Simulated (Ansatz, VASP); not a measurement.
Sr in VASP and in Ansatz

```xyz
4
Lattice="4.3025 0.0000 0.0000 -2.1513 3.7261 0.0000 0.0000 0.0000 14.0521" Properties=species:S:1:pos:R:3 pbc="T T T"
Sr    0.0000    0.0000    0.0000
Sr    0.0000    0.0000    7.0260
Sr    0.0000    2.4841    3.5130
Sr    2.1513    1.2420   10.5390
```

Alike in both runs: task relaxation of cell and atoms; functional BLYP; k mesh 9 × 9 × 3; occupations fermi-dirac, width 0.1 eV; no spin polarisation.

```csv
,VASP,Ansatz
version,VASP 6.6.1,Ansatz 0.2.0
potentials or method,"VASP PAW PBE potentials, release 64 (Sr_sv), cutoff 600 eV","plane waves (420 eV) with PAW, scalar-relativistic"
valence electrons in the cell,40,40
```

|  | VASP | Ansatz | Ansatz less VASP |
| --- | --- | --- | --- |
| relaxed volume (Å³/atom) | 56.47 | 56.41 | -0.057 |
| relaxed length of the cell vector where the two differ most in proportion (Å) | 14.065 | 14.060 | -0.0048 |

VASP's potentials were made for PBE, not for BLYP.
